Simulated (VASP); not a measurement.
Runs of VASP 6.6.1 on Au. The structure is that of space group Fm-3m (No. 225), or close to it. The cells are those of the table. 

```csv
cell,further INCAR settings,gap on the mesh (eV),pressure (GPa)
"a = 2.962, b = 2.962, c = 2.940 Å, angles 60.2, 60.2, 59.5°, 1 atom",ALGO = Fast; EDIFF = 1e-06; NBANDS = 12,none,-2.1
"a = 2.918, b = 2.918, c = 2.940 Å, angles 59.8, 59.8, 60.5°, 1 atom",ALGO = Fast; EDIFF = 1e-06; NBANDS = 12,none,(b)
"a = 2.918, b = 2.918, c = 2.896 Å, angles 60.3, 60.3, 59.5°, 1 atom",ALGO = Fast; EDIFF = 1e-06; NBANDS = 12,none,4.4
"a = 2.963, b = 2.963, c = 2.896 Å, angles 60.7, 60.7, 58.5°, 1 atom",ALGO = Fast; EDIFF = 1e-06; NBANDS = 12,none,0.0
"a = 2.941, b = 2.941, c = 2.896 Å, angles 60.5, 60.5, 59.0°, 1 atom",ALGO = Fast; EDIFF = 1e-06; NBANDS = 12,none,2.1
"a = 2.985, b = 2.985, c = 2.940 Å, angles 60.5, 60.5, 59.0°, 1 atom",ALGO = Fast; EDIFF = 1e-07; NBANDS = 12,none,(a)
"a = 2.941, b = 2.941, c = 2.984 Å, angles 59.5, 59.5, 61.0°, 1 atom",ALGO = Fast; EDIFF = 1e-06; NBANDS = 12,none,-2.1
```

Alike in all rows: task single point; level PBE; potentials or basis VASP PAW PBE potentials, release 64 (Au); no spin polarisation; k mesh 24 × 24 × 24; cutoff (eV) 520; smearing gaussian 0.15 eV.

Question: Fill in the values left out.

Answer: (a) -3.9; (b) 2.0.

Caveats: spin-orbit coupling is left out, which moves the levels of the heavy elements; the cell stands under pressure (at least some runs); the cell stands under tension (at least some runs).

A k mesh can miss the band edges, and the runs leave out spin-orbit coupling on Au.

A gap of «none» marks levels without a gap at the run's occupations.
